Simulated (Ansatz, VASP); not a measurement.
Two plane-wave programs on HfO2

```
Hf O
1.0
     0.00000    2.51608    2.51608
     2.51608    0.00000    2.51608
     2.51608    2.51608    0.00000
Hf O
1 2
Direct
  0.00000 0.00000 0.00000
  0.75000 0.75000 0.75000
  0.25000 0.25000 0.25000
```

Alike in both runs: task relaxation of cell and atoms; functional PBE; k mesh 6 × 6 × 6; no spin polarisation.

|  | VASP | Ansatz |
| --- | --- | --- |
| version | VASP 6.6.1 | Ansatz 0.2.0 |
| potentials or method | VASP PAW PBE potentials, release 64 (Hf_pv, O) | scalar-relativistic, plane waves, PAW |
| plane-wave cutoff (eV) | 600 | 420 |
| occupations | gaussian, width 0.01 eV | fixed |
| valence electrons in the cell | 22 | 38 |

|  | VASP | Ansatz | Ansatz less VASP |
| --- | --- | --- | --- |
| gap on the k mesh at the Fermi level, each at its own relaxed structure (eV) | 3.80 | 3.75 | -0.055 |
| relaxed volume (Å³/atom) | 10.87 | 11.04 | +0.170 |
| relaxed cell length with the largest relative difference (Å) | 3.586 | 3.604 | +0.0186 |

VASP's potentials hold 22 valence electrons a cell and Ansatz's 38, so a difference there can come from the potentials and not from the codes.

Spin-orbit coupling is off throughout.
